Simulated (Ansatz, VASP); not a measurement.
## Al: VASP beside Ansatz

```
Al
1.0
     2.81246    0.00000    0.00000
    -1.40623    2.43566    0.00000
     0.00000    0.00000    4.86685
Al
2
Direct
  0.78984 0.57967 0.75000
  0.33333 0.66667 0.25000
```

Alike in both runs: task single point; functional PBEsol; dispersion D3(BJ); k mesh 18 × 18 × 10; occupations gaussian, width 0.15 eV; no spin polarisation.

|  | VASP | Ansatz |
| --- | --- | --- |
| version | VASP 6.6.1 | Ansatz 0.2.0 |
| potentials or method | VASP PAW PBE potentials, release 64 (Al), cutoff 520 eV | scalar-relativistic, plane waves, PAW |
| valence electrons in the cell | 6 | 6 |

|  | VASP | Ansatz | Ansatz less VASP |
| --- | --- | --- | --- |
| gap on the k mesh at the Fermi level (eV) | none | none | - |
| pressure (GPa) | -3.3 | -3.4 | -0.06 |
| traceless stress, the component that is largest in VASP (GPa) | 0.18 | 0.19 | +0.008 |
| rms of the force components (eV/Å) | 0.057 | 0.056 | -0.0003 |

VASP's potentials were made for PBE, not for PBEsol. Atom by atom the forces differ by 0.000 eV/Å (rms over components). A gap of «none» marks a metal or a gap that the smearing closes.
